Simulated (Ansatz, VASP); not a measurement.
## One calculation of Ti2B, two programs

```
Ti B
1.0
     5.59023    0.00000    0.00000
    -2.79511    4.84128    0.00000
     0.00000    0.00000    3.14387
Ti B
4 2
Cartesian
  2.7951 0.0000 0.0000
  -1.3976 2.4206 0.0000
  1.3976 2.4206 0.0000
  0.0000 0.0000 1.5719
  0.0000 3.2275 1.5719
  2.7951 1.6138 1.5719
```

Alike in both runs: task single point; functional PBE; k mesh 6 × 6 × 6; occupations gaussian, width 0.1 eV; collinear spin.

```csv
,VASP,Ansatz
version,VASP 6.6.1,Ansatz 0.2.0
potentials or method,"VASP PAW PBE potentials, release 64 (Ti_sv, B), cutoff 520 eV","scalar-relativistic, plane waves, PAW"
valence electrons in the cell,54,54
```

```tsv
	VASP	Ansatz	Ansatz less VASP
gap on the k mesh at the Fermi level (eV)	none	none	-
pressure (GPa)	-0.2	-0.2	+0.05
traceless stress, the component that is largest in VASP (GPa)	0.27	0.19	-0.082
net moment per atom (μB)	0.00	0.00	0.000
```

A gap of «none» marks a metal or a gap that the smearing closes. With one functional, cell and mesh, what is left measures potentials, basis and numerics. Ansatz's warnings: seeded moment not kept.
